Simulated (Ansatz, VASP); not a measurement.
## One calculation of Ca, two programs

File INCAR:

```
SYSTEM = Ca
PREC = Accurate ; ENCUT = 520
EDIFF = 1E-6 ; ISMEAR = 0
SIGMA = 0.15 ; LREAL = .False.
LASPH = .True. ; NELM = 80
ALGO = Fast ; ISIF = 2
LWAVE = .False. ; LCHARG = .False.
GGA = PS ; NBANDS = 11
```

The input KPOINTS:

```
regular mesh
0
Gamma
  16 16 16
  0 0 0
```

POSCAR

```
Ca
1.0
   -2.2400000000      2.2400000000      2.0608000000
    2.2400000000     -2.2400000000      2.0608000000
    2.2400000000      2.2400000000     -2.0608000000
Ca
1
Direct
    0.0000000000      0.0000000000      0.0000000000
```

Input for Ansatz:

```yaml
crystal:
  lattice:
    - [-2.24, 2.24, 2.0608]
    - [2.24, -2.24, 2.0608]
    - [2.24, 2.24, -2.0608]
  atoms:
    - { symbol: Ca, position: [0.0, 0.0, 0.0] }
basis:
  ecutwfc: 420
kpoints:
  mp_grid: { grid: [16, 16, 16] }
hamiltonian:
  xc: pbesol
scf:
  occupations: { method: gaussian, width: 0.15 }
output:
  forces: true
  stress: true
  eigenvalues: true
  write_density: true
  write_potential: true
  elf: true
  volumetric_format: npy
```

Change from the starting cell: strain +0.000 along x and y, -0.080 along z, atoms carried along.

Alike in both runs: task single point; functional PBEsol; k mesh 16 × 16 × 16; occupations gaussian, width 0.15 eV; no spin polarisation.

|  | VASP | Ansatz |
| --- | --- | --- |
| version | VASP 6.6.1 | Ansatz 0.2.0 |
| potentials or method | VASP PAW PBE potentials, release 64 (Ca_sv), cutoff 520 eV | scalar-relativistic, plane waves, PAW |
| valence electrons in the cell | 10 | 10 |

```csv
,VASP,Ansatz,Ansatz less VASP
gap on the k mesh at the Fermi level (eV),none,none,-
pressure (GPa),-0.4,-0.4,-0.01
"traceless stress, the component that is largest in VASP (GPa)",0.12,0.12,0.000
```

VASP's potentials were made for PBE, not for PBEsol. A gap of «none» marks a metal or a gap that the smearing closes.
